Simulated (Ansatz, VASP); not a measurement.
## Two plane-wave programs on CoBi2

```xyz
3
Lattice="0.0000 3.3020 3.3020 3.3020 0.0000 3.3020 3.3020 3.3020 0.0000" Properties=species:S:1:pos:R:3 pbc="T T T"
Co    0.0000    0.0000    0.0000
Bi    1.6510    1.6510    1.6510
Bi    4.9529    4.9529    4.9529
```

Alike in both runs: functional PBE; k mesh 12 × 12 × 12; occupations gaussian, width 0.1 eV; collinear spin.

Ansatz relaxed the structure, and its values are those at the end. VASP's run is a single point on that final structure, the one shown.

|  | VASP | Ansatz |
| --- | --- | --- |
| version | VASP 6.6.1 | Ansatz 0.2.0 |
| potentials or method | VASP PAW PBE potentials, release 64 (Co, Bi_d), cutoff 520 eV | scalar-relativistic, plane waves, PAW |
| valence electrons in the cell | 39 | 47 |

Ansatz gave:

| Property | Result |
| --- | --- |
| gap on the k mesh at the Fermi level (eV) | none |
| pressure (GPa) | 0.0 |
| net moment per atom (μB) | 0.14 |
| size of the moment on the site where the two differ most (μB) | 0.47 |

Q: What did VASP give for the same quantities?

A: gap on the k mesh at the Fermi level (eV): none; pressure (GPa): -0.1; net moment per atom (μB): 0.12; size of the moment on the site where the two differ most (μB): 0.42.

Site moments also hang on the region over which each program counts them. A gap of «none» marks a metal or a gap that the smearing closes. VASP's potentials hold 39 valence electrons a cell and Ansatz's 47, so a difference there can come from the potentials and not from the codes.

Spin-orbit coupling is off throughout.
